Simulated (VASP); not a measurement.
FeO, 2 atoms in the cell. The structure is trigonal, space group R-3m (No. 166). The conventional cell has a = 2.976 Å, b = 2.976 Å, c = 7.404 Å, α = 90.00°, β = 90.00°, γ = 120.00°. Fe (site symmetry -3m) has 6 O at 2.12 Å within 2.8 Å. O (site symmetry -3m) has 6 Fe at 2.12 Å within 2.8 Å. 

| Property | Result |
| --- | --- |
| Program | VASP 6.6.1 |
| Task | single point |
| Functional | PBE |
| Potentials or basis | VASP PAW PBE potentials, release 64 (Fe_sv, O_h) |
| Cutoff | 1340 eV |
| k mesh | 11 × 11 × 11 |
| Occupations | fermi-dirac, width 0.05 eV |
| Spin | collinear spin, ferromagnetic start |
| Starting moments | [3.0, 0.0] μB |
| Dipole correction | no |
| Further INCAR settings | ALGO = Normal; EDIFF = 1e-06; NBANDS = 22 |

Potentials or basis: VASP PAW PBE potentials, release 64 (Fe_sv, O_h).

The run is started by

```sh
$ cat potpaw_PBE.64/Fe_sv/POTCAR potpaw_PBE.64/O_h/POTCAR > POTCAR
$ mpirun -np 1 vasp_std > vasp.out
```

Hardware: 1 thread of Intel(R) Xeon(R) 6975P-C (Granite Rapids) (shared host).

Problem. Estimate the wall time of this run.

Solution. It took 2.8 min on 1 thread of Intel(R) Xeon(R) 6975P-C (Granite Rapids), with other jobs on the host, peak memory 0.5 GiB. Counts: scf iterations 14, k points 146.
